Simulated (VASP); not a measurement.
Here is a VASP 6.6.1 calculation.

Contents of INCAR:

```
PREC     = Accurate       # precision mode
ENCUT    = 910            # plane-wave cutoff, eV
EDIFF    = 1E-6           # SCF threshold, eV
ISMEAR   = 0              # smearing method
SIGMA    = 0.1            # smearing width, eV
LREAL    = False          # projectors in reciprocal space
LASPH    = True           # aspherical terms in the spheres
NELM     = 120            # most SCF steps
ALGO     = Normal         # electronic algorithm
ISIF     = 2              # what is computed and relaxed
LWAVE    = False          # write WAVECAR
LCHARG   = False          # write CHGCAR
GGA      = PE             # functional
NBANDS   = 16             # bands
GGA_COMPAT= False
```

Contents of KPOINTS:

```
regular mesh
0
Gamma
  12 12 12
```

Contents of POSCAR:

```
WC
1.0
    2.9217716511      0.0000000000      0.0000000000
   -1.4608858255      2.5303284739      0.0000000000
    0.0000000000      0.0000000000      2.8470758830
W C
1 1
Direct
    0.0000000000      0.0000000000      0.0000000000
    0.6666666667      0.3333333333      0.5000000000
```

Potentials or basis: VASP PAW PBE potentials, release 64 (W_sv, C_h).

Run with:

```bash
$ cat potpaw_PBE.64/W_sv/POTCAR potpaw_PBE.64/C_h/POTCAR > POTCAR
$ mpirun -np 1 vasp_std > vasp.out
```

Task: Predict the pressure.

Result: 1.0 GPa.

Task: What does it give for the band gap on the k mesh?

Result: Zero (band 9 reaches 11.83 eV, above the bottom of band 10 at 10.64 eV).

Stress tensor (GPa, compression positive):
```
0.94 0.00 0.00
0.00 0.94 0.00
0.00 0.00 1.09
```

Caveat: the cutoff is under 1.25 times the usual one of these potentials, so pressure, stress and relaxed cells hold a basis-set (Pulay) error; spin-orbit coupling is left out, which moves the levels of the heavy elements.
